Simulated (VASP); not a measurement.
# ZrN (Fm-3m) in VASP: further runs

Runs on ZrN. Level: LDA. Tasks: single point.

Program: VASP 6.6.1. These are calculated values, not measurements. Logs are shortened: lines on timing, memory, paths and dates and some standing lists are left out, and cuts for length are marked.

## Step 1: The cell of the first run

It takes space group Fm-3m (No. 225, cubic). The conventional cell has a = 4.475 Å, b = 4.475 Å, c = 4.475 Å, α = 90.00°, β = 90.00°, γ = 90.00°. Within 3.0 Å of Zr (site symmetry m-3m) lie 6 N at 2.24 Å. N (site symmetry m-3m) has 6 Zr at 2.24 Å within 3.0 Å.

## Step 2: Single point, LDA (volume scaled by 0.94)

Contents of INCAR:

```
  PREC = Accurate
  ENCUT = 600
  EDIFF = 1E-6
  ISMEAR = -1
  SIGMA = 0.03
  LREAL = F
  LASPH = T
  NELM = 120
  ALGO = Normal
  ISIF = 2
  LWAVE = F
  LCHARG = F
  GGA = CA
  NBANDS = 16
  GGA_COMPAT = F
```

Contents of KPOINTS:

```
Automatic mesh
0
Gamma
  9 9 9
```

Contents of POSCAR:

```
ZrN
1.0
    0.0000000000      2.2375999771      2.2375999771
    2.2375999771      0.0000000000      2.2375999771
    2.2375999771      2.2375999771      0.0000000000
Zr N
1 1
Direct
    0.0000000000      0.0000000000      0.0000000000
    0.5000000000      0.5000000000      0.5000000000
```

Potentials or basis: VASP PAW LDA potentials, release 64 (Zr_sv, N).

Started as:

```sh
$ cat potpaw_LDA.64/Zr_sv/POTCAR potpaw_LDA.64/N/POTCAR > POTCAR
$ mpirun -np 1 vasp_std > vasp.out
```

OUTCAR:

```text
PREC = Accurate
   ENCUT = 600
   EDIFF = 1E-6
   ISMEAR = -1
   LREAL = F
   LASPH = T
   NELM = 120
   ISIF = 2
   GGA = CA

 ion  position               nearest neighbor table
   1  0.000  0.000  0.000-   2 2.24   2 2.24   2 2.24   2 2.24   2 2.24   2 2.24
   2  0.500  0.500  0.500-   1 2.24   1 2.24   1 2.24   1 2.24   1 2.24   1 2.24

  LATTYP: Found a face centered cubic cell.
 ALAT       =     4.4751999542

  Lattice vectors:

 A1 = (   0.0000000000,   2.2375999771,   2.2375999771)
 A2 = (   2.2375999771,   0.0000000000,   2.2375999771)
 A3 = (   2.2375999771,   2.2375999771,   0.0000000000)

Analysis of symmetry for initial positions (statically):
=====================================================================
 Subroutine PRICEL returns:
 Original cell was already a primitive cell.

 Routine SETGRP: Setting up the symmetry group for a
 face centered cubic supercell.

 Subroutine GETGRP returns: Found 48 space group operations
 (whereof 48 operations were pure point group operations)
 out of a pool of 48 trial point group operations.

The static configuration has the point symmetry O_h .

Analysis of symmetry for dynamics (positions and initial velocities):
=====================================================================
 Subroutine PRICEL returns:
 Original cell was already a primitive cell.

 Routine SETGRP: Setting up the symmetry group for a
 face centered cubic supercell.

 Subroutine GETGRP returns: Found 48 space group operations
 (whereof 48 operations were pure point group operations)
 out of a pool of 48 trial point group operations.

The dynamic configuration has the point symmetry O_h .

 Subroutine INISYM returns: Found 48 space group operations
 (whereof 48 operations are pure point group operations),
 and found     1 'primitive' translations

----------------------------------------------------------------------------------------

                                     Primitive cell

  volume of cell :      22.4067

  direct lattice vectors                    reciprocal lattice vectors
     0.000000000  2.237599977  2.237599977    -0.223453703  0.223453703  0.223453703
     2.237599977  0.000000000  2.237599977     0.223453703 -0.223453703  0.223453703
     2.237599977  2.237599977  0.000000000     0.223453703  0.223453703 -0.223453703

  length of vectors
     3.164444235  3.164444235  3.164444235     0.387033166  0.387033166  0.387033166

  position of ions in fractional coordinates (direct lattice)
     0.000000000  0.000000000  0.000000000
     0.500000000  0.500000000  0.500000000

  ion indices of the primitive-cell ions
   primitive index   ion index
                 1           1
                 2           2

----------------------------------------------------------------------------------------

 KPOINTS: Automatic mesh

Automatic generation of k-mesh.
 Grid dimensions read from file:
 generate k-points for:    9    9    9

 Generating k-lattice:

  Cartesian coordinates                     Fractional coordinates (reciprocal lattice)
    -0.024828189  0.024828189  0.024828189     0.111111111  0.000000000  0.000000000
     0.024828189 -0.024828189  0.024828189     0.000000000  0.111111111  0.000000000
     0.024828189  0.024828189 -0.024828189     0.000000000  0.000000000  0.111111111

  Length of vectors
     0.043003685  0.043003685  0.043003685

  Shift w.r.t. Gamma in fractional coordinates (k-lattice)
     0.000000000  0.000000000  0.000000000

 Subroutine IBZKPT returns following result:
 ===========================================

 Found     35 irreducible k-points:

 Following reciprocal coordinates:
            Coordinates               Weight
  0.000000  0.000000  0.000000      1.000000
  0.111111  0.000000  0.000000      8.000000
  0.222222  0.000000  0.000000      8.000000
  0.333333  0.000000  0.000000      8.000000
  0.444444  0.000000  0.000000      8.000000
  0.111111  0.111111  0.000000      6.000000
[... 16 lines left out ...]
 -0.333333  0.333333  0.000000     12.000000
  0.444444  0.444444  0.000000      6.000000
 [... further k-points ...]
   k-points           NKPTS =     35   k-points in BZ     NKDIM =     35   number of bands    NBANDS=     16
   number of dos      NEDOS =    301   number of ions     NIONS =      2
   total plane-waves  NPLWV =  21952
   dimension x,y,z NGX =    28 NGY =   28 NGZ =   28
   dimension x,y,z NGXF=    56 NGYF=   56 NGZF=   56
   ions per type =               1   1
   NGX,Y,Z   is equivalent  to a cutoff of  14.71, 14.71, 14.71 a.u.
   NGXF,Y,Z  is equivalent  to a cutoff of  29.42, 29.42, 29.42 a.u.
 SYSTEM =  unknown system
   PREC   = accura    normal or accurate (medium, high low for compatibility)
   ISTART =      0    job   : 0-new  1-cont  2-samecut
   ICHARG =      2    charge: 1-file 2-atom 10-const
   ISPIN  =      1    spin polarized calculation?
   LNONCOLLINEAR =      F non collinear calculations
   LSORBIT =      F    spin-orbit coupling
   LASPH  =      T    aspherical Exc in radial PAW
   ENCUT  =  600.0 eV  44.10 Ry    6.64 a.u.   6.32  6.32  6.32*2*pi/ulx,y,z
   NELM   =    120;   NELMIN=  2; NELMDL= -5     # of ELM steps
   EDIFF  = 0.1E-05   stopping-criterion for ELM
   LREAL  =      F    real-space projection
   EDIFFG = 0.1E-04   stopping-criterion for IOM
   NSW    =      0    number of steps for IOM
   IBRION =     -1    ionic relax: 0-MD 1-quasi-New 2-CG
   NFREE  =      0    steps in history (QN), initial steepest desc. (CG)
   ISIF   =      2    stress and relaxation
   ISYM   =      2    0-nonsym 1-usesym 2-fastsym
   POTIM  = 0.5000    time-step for ionic-motion
   TEBEG  =    0.0;   TEEND  =   0.0 temperature during run
   PSTRESS=    0.0 pullay stress
   NELECT =      17.0000    total number of electrons
   NUPDOWN=      -1.0000    fix difference up-down
   EMIN   =  10.00;   EMAX   =-10.00  energy-range for DOS
   EFERMI =   0.00;   METHOD = LEGACY
   ISMEAR =    -1;   SIGMA  =   0.03  broadening in eV -4-tet -1-fermi 0-gaus
   EFERMI_NEDOS =   21; number of points for ismear=-14 and -15
   IALGO  =     38    algorithm
   IMIX   =      4    mixing-type and parameters
     AMIX     =   0.40;   BMIX     =  1.00
     AMIX_MAG =   1.60;   BMIX_MAG =  1.00
  volume/ion in A,a.u.               =      11.20        75.60
  Fermi-wavevector in a.u.,A,eV,Ry     =   1.493134  2.821614 30.333484  2.229448
  Thomas-Fermi vector in A             =   2.605573
   LORBIT       =      0    0 simple, 1 ext, 2 COOP (PROOUT), +10 PAW based schemes
   GGA     = CA    functional components
   LHFCALC =     F    Hartree Fock is set to
   AEXX    =    0.0000 exact exchange contribution
   IVDW    =     0    specifies the selected vdW correction
   LEPSILON=     F    determine dielectric tensor
   LRPA    =     F    only Hartree local field effects (RPA)
 non-spin polarized calculation
  energy-cutoff  :      600.00
  volume of cell :       22.41
 maximum number of plane-waves:       759
 NGX is ok and might be reduce to    28
   NGX = 13   NGY = 13   NGZ = 13

 number of electron      17.0000000 magnetization

 Free energy of the ion-electron system (eV)
  ---------------------------------------------------
  ext. energy  EPLUGINS =         0.00000000
  ---------------------------------------------------
  free energy    TOTEN  =       -22.39705182 eV

  energy without entropy =      -22.39307278  energy(sigma->0) =      -22.39506230

 E-fermi :  12.6516     XC(G=0): -13.1587

 val. band max:       12.6217324629   @ k =   0.1111   0.0000   0.0000
 cond. band min:      12.6654937279   @ k =   0.4444   0.2222   0.1111
 fundamental gap:      0.0437612650
 Fermi energy:        12.6516351476

 k-point     1 :       0.0000    0.0000    0.0000
  band No.  band energies     occupation
      1     -36.3862      2.00000
      2     -14.0638      2.00000
      3     -14.0638      2.00000
      4     -14.0638      2.00000
      5      -3.6287      2.00000
      6       9.9734      2.00000
[... 8 lines left out ...]
     15      21.9724      0.00000
     16      36.6997      0.00000

 k-point     2 :       0.1111    0.0000    0.0000
  band No.  band energies     occupation
      1     -36.3631      2.00000
      2     -14.2672      2.00000
      3     -14.0778      2.00000
      4     -14.0778      2.00000
      5      -3.3296      2.00000
      6       8.9961      2.00000
[... 8 lines left out ...]
     15      22.8711      0.00000
     16      34.1185      0.00000

 k-point     3 :       0.2222    0.0000    0.0000
  band No.  band energies     occupation
      1     -36.3041      2.00000
      2     -14.7473      2.00000
      3     -14.1129      2.00000
      4     -14.1129      2.00000
      5      -2.5812      2.00000
      6       7.2893      2.00000
[... 8 lines left out ...]
     15      24.8863      0.00000
     16      31.4442      0.00000

 k-point     4 :       0.3333    0.0000    0.0000
  band No.  band energies     occupation
      1     -36.2359      2.00000
      2     -15.2453      2.00000
      3     -14.1522      2.00000
      4     -14.1522      2.00000
      5      -1.7070      2.00000
      6       5.7563      2.00000
[... 8 lines left out ...]
     15      26.0435      0.00000
     16      28.2076      0.00000

 k-point     5 :       0.4444    0.0000    0.0000
  band No.  band energies     occupation
      1     -36.1908      2.00000
      2     -15.5488      2.00000
      3     -14.1776      2.00000
      4     -14.1776      2.00000
      5      -1.0824      2.00000
      6       4.8102      2.00000
[... 8 lines left out ...]
     15      25.8117      0.00000
     16      25.8117      0.00000

 k-point     6 :       0.1111    0.1111    0.0000
  band No.  band energies     occupation
      1     -36.3555      2.00000
      2     -14.2568      2.00000
      3     -14.1196      2.00000
      4     -14.1196      2.00000
      5      -3.2584      2.00000
      6       8.2420      2.00000
[... 8 lines left out ...]
     15      23.1545      0.00000
     16      33.7944      0.00000

 k-point     7 :       0.2222    0.1111    0.0000
  band No.  band energies     occupation
      1     -36.3085      2.00000
      2     -14.6087      2.00000
      3     -14.1758      2.00000
      4     -14.1459      2.00000
      5      -2.7446      2.00000
      6       7.1008      2.00000
[... 8 lines left out ...]
     15      24.8200      0.00000
     16      31.0932      0.00000

 k-point     8 :       0.3333    0.1111    0.0000
  band No.  band energies     occupation
      1     -36.2434      2.00000
      2     -15.0746      2.00000
      3     -14.2200      2.00000
      4     -14.1935      2.00000
      5      -2.0419      2.00000
      6       6.0960      2.00000
[... 8 lines left out ...]
     15      26.1174      0.00000
     16      28.4219      0.00000

 k-point     9 :       0.4444    0.1111    0.0000
  band No.  band energies     occupation
      1     -36.1905      2.00000
      2     -15.4213      2.00000
      3     -14.2581      2.00000
      4     -14.2318      2.00000
      5      -1.4510      2.00000
      6       5.3110      2.00000
[... 8 lines left out ...]
     15      25.9218      0.00000
     16      26.2937      0.00000
[... 172 lines left out ...]
 k-point    19 :      -0.2222    0.2222    0.0000
  band No.  band energies     occupation
      1     -36.2114      2.00000
      2     -15.1030      2.00000
      3     -14.5084      2.00000
      4     -14.1466      2.00000
      5      -1.8313      2.00000
      6       5.8205      2.00000
[... 8 lines left out ...]
     15      26.2531      0.00000
     16      26.3528      0.00000

 k-point    20 :       0.3333    0.3333    0.0000
  band No.  band energies     occupation
      1     -36.1875      2.00000
      2     -15.0473      2.00000
      3     -14.4157      2.00000
      4     -14.4157      2.00000
      5      -2.7152      2.00000
      6       6.8384      2.00000
[... 8 lines left out ...]
     15      27.2223      0.00000
     16      28.9831      0.00000

 k-point    21 :       0.4444    0.3333    0.0000
  band No.  band energies     occupation
      1     -36.1499      2.00000
      2     -15.1722      2.00000
      3     -14.5344      2.00000
      4     -14.4531      2.00000
      5      -2.7629      2.00000
      6       7.3390      2.00000
[... 8 lines left out ...]
     15      25.1501      0.00000
     16      28.5033      0.00000

 k-point    22 :      -0.4444    0.3333    0.0000
  band No.  band energies     occupation
      1     -36.1294      2.00000
      2     -15.1566      2.00000
      3     -14.7668      2.00000
      4     -14.4204      2.00000
      5      -2.5244      2.00000
      6       7.1596      2.00000
[... 8 lines left out ...]
     15      24.4075      0.00000
     16      27.4854      0.00000

 k-point    23 :      -0.3333    0.3333    0.0000
  band No.  band energies     occupation
      1     -36.1357      2.00000
      2     -15.0681      2.00000
      3     -14.9321      2.00000
      4     -14.3317      2.00000
      5      -2.0977      2.00000
      6       6.3238      2.00000
[... 8 lines left out ...]
     15      24.7052      0.00000
     16      25.1277      0.00000

 k-point    24 :       0.4444    0.4444    0.0000
  band No.  band energies     occupation
      1     -36.1285      2.00000
      2     -15.2478      2.00000
      3     -14.5162      2.00000
      4     -14.5162      2.00000
      5      -3.1058      2.00000
      6       8.0305      2.00000
[... 8 lines left out ...]
     15      24.1140      0.00000
     16      29.2004      0.00000

 [... further k-points ...]

------------------------ aborting loop because EDIFF is reached ----------------------------------------

  FORCE on cell =-STRESS in cart. coord.  units (eV):
  Direction    XX          YY          ZZ          XY          YZ          ZX
  --------------------------------------------------------------------------------------
  -------------------------------------------------------------------------------------
  Total        1.5138774      1.5138774      1.5138774      0.0000000     -0.0000000      0.0000000
  in kB      108.2490123    108.2490123    108.2490123      0.0000000     -0.0000000      0.0000000
  external PRESSURE =     108.2490123 kB  Pullay stress =       0.0000000 kB

 VOLUME and BASIS-vectors are now :
 -----------------------------------------------------------------------------
  energy-cutoff  :      600.00
  volume of cell :       22.41
      direct lattice vectors                 reciprocal lattice vectors
     0.000000000  2.237599977  2.237599977    -0.223453703  0.223453703  0.223453703
     2.237599977  0.000000000  2.237599977     0.223453703 -0.223453703  0.223453703
     2.237599977  2.237599977  0.000000000     0.223453703  0.223453703 -0.223453703

 POSITION                                       TOTAL-FORCE (eV/Angst)
 -----------------------------------------------------------------------------------
      0.00000      0.00000      0.00000         0.000000     -0.000000      0.000000
      2.23760      2.23760      2.23760        -0.000000      0.000000     -0.000000
 -----------------------------------------------------------------------------------
    total drift:                                0.000000      0.000000      0.000000

  FREE ENERGIE OF THE ION-ELECTRON SYSTEM (eV)
  ---------------------------------------------------
  free  energy   TOTEN  =       -22.3970518222 eV

  energy  without entropy=      -22.3930727752  energy(sigma->0) =      -22.39506230
```

It took 34 s on 1 thread of Intel Xeon 8259CL, shared host; peak memory 0.15 GiB.

Results:

| Property | Result |
| --- | --- |
| Free energy | -22.3971 eV |
| Pressure | 10.8 GPa |

Levels at points of the mesh, in eV from the Fermi level:
| k point | band 6 | band 7 | band 8 | band 9 | band 10 | band 11 | band 12 | band 13 |
| --- | --- | --- | --- | --- | --- | --- | --- | --- |
| (0.00, 0.00, 0.00) | -2.68 | -2.68 | -2.68 | -0.42 | -0.42 | -0.42 | 1.77 | 1.77 |

## Step 3: Single point, LDA (volume scaled by 0.96)

Contents of INCAR:

```
ALGO = Normal ; EDIFF = 1E-6
ENCUT = 600 ; GGA = CA
GGA_COMPAT = False ; ISIF = 2
ISMEAR = -1 ; LASPH = True
LCHARG = True ; LELF = True
LREAL = False ; LVHAR = True
LWAVE = False ; NBANDS = 16
NELM = 120 ; PREC = Accurate
SIGMA = 0.03
```

Contents of KPOINTS:

```
k-points
0
Gamma
  9 9 9
```

Contents of POSCAR:

```
ZrN
1.0
    0.0000000000      2.2533582426      2.2533582426
    2.2533582426      0.0000000000      2.2533582426
    2.2533582426      2.2533582426      0.0000000000
Zr N
1 1
Direct
    0.0000000000      0.0000000000      0.0000000000
    0.5000000000      0.5000000000      0.5000000000
```

Potentials or basis: VASP PAW LDA potentials, release 64 (Zr_sv, N).

Started as:

```sh
$ cat potpaw_LDA.64/Zr_sv/POTCAR potpaw_LDA.64/N/POTCAR > POTCAR
$ mpirun -np 1 vasp_std > vasp.out
```

Run time: 36 s. Hardware: 1 thread of Intel Xeon 8259CL, shared host; peak memory 0.15 GiB.

Results (log left out):

```
Free energy : -22.4199 eV
Pressure    : 4.2 GPa
```

Levels at points of the mesh, in eV from the Fermi level:
```csv
k point,band 5,band 6,band 7,band 8,band 9,band 10,band 11,band 12,band 13,band 14
"(0.00, 0.00, 0.00)",-16.20,-2.65,-2.65,-2.65,-0.41,-0.41,-0.41,1.72,1.72,3.54
```

## Step 4: Single point, LDA (volume scaled by 0.98)

INCAR: that of step 3 with these lines changed.

```diff
@@ -4,4 +4,3 @@
 ISMEAR = -1 ; LASPH = True
-LCHARG = True ; LELF = True
-LREAL = False ; LVHAR = True
+LCHARG = False ; LREAL = False
 LWAVE = False ; NBANDS = 16
```

KPOINTS is that of step 3.

Contents of POSCAR:

```
ZrN
1.0
    0.0000000000      2.2688991354      2.2688991354
    2.2688991354      0.0000000000      2.2688991354
    2.2688991354      2.2688991354      0.0000000000
Zr N
1 1
Direct
    0.0000000000      0.0000000000      0.0000000000
    0.5000000000      0.5000000000      0.5000000000
```

Started as:

```sh
$ cat potpaw_LDA.64/Zr_sv/POTCAR potpaw_LDA.64/N/POTCAR > POTCAR
$ mpirun -np 1 vasp_std > vasp.out
```

Wall time 40 s (1 thread of Intel Xeon 8259CL, shared host); peak memory 0.15 GiB.

The run converged. Its results:

```
Free energy : -22.4240 eV
Pressure    : -1.7 GPa
```

Levels at points of the mesh, in eV from the Fermi level:
```tsv
k point	band 5	band 6	band 7	band 8	band 9	band 10	band 11	band 12	band 13	band 14
(0.00, 0.00, 0.00)	-16.11	-2.63	-2.63	-2.63	-0.40	-0.40	-0.40	1.67	1.67	3.33
```

## Step 5: Single point, LDA (volume scaled by 1.01)

Contents of INCAR:

```
SYSTEM = ZrN
PREC = Accurate
ENCUT = 600
EDIFF = 1E-6
ISMEAR = -1
SIGMA = 0.03
LREAL = .FALSE.
LASPH = .TRUE.
NELM = 120
ALGO = Normal
ISIF = 2
LWAVE = .FALSE.
LCHARG = .FALSE.
NBANDS = 16
GGA_COMPAT = .FALSE.
```

Contents of KPOINTS:

```
regular mesh
0
G
  9 9 9
  0 0 0
```

Contents of POSCAR:

```
ZrN
1.0
    0.0000000000      2.2918188597      2.2918188597
    2.2918188597      0.0000000000      2.2918188597
    2.2918188597      2.2918188597      0.0000000000
Zr N
1 1
Direct
    0.0000000000      0.0000000000      0.0000000000
    0.5000000000      0.5000000000      0.5000000000
```

Started as:

```sh
$ cat potpaw_LDA.64/Zr_sv/POTCAR potpaw_LDA.64/N/POTCAR > POTCAR
$ mpirun -np 1 vasp_std > vasp.out
```

Run time: 37 s. Hardware: 1 thread of Intel Xeon 8259CL, shared host; peak memory 0.15 GiB.

It converged, with:

| Property | Result |
| --- | --- |
| Free energy | -22.3994 eV |
| Pressure | -9.5 GPa |

Levels at points of the mesh, in eV from the Fermi level:
```csv
k point,band 5,band 6,band 7,band 8,band 9,band 10,band 11,band 12,band 13,band 14
"(0.00, 0.00, 0.00)",-15.99,-2.59,-2.59,-2.59,-0.39,-0.39,-0.39,1.60,1.60,3.04
```

## Step 6: Overview

| cell | gap on the mesh (eV) | pressure (GPa) |
| --- | --- | --- |
| a = 3.164 Å, angles 60.0°, 2 atoms | none | 10.8 |
| a = 3.187 Å, angles 60.0°, 2 atoms | none | 4.2 |
| a = 3.209 Å, angles 60.0°, 2 atoms | none | -1.7 |
| a = 3.241 Å, angles 60.0°, 2 atoms | none | -9.5 |

Alike in all rows: task single point; level LDA; potentials or basis VASP PAW LDA potentials, release 64 (Zr_sv, N); no spin polarisation; k mesh 9 × 9 × 9; cutoff (eV) 600; smearing fermi-dirac 0.03 eV.

Absolute energies hang on the potentials; compare differences alone.
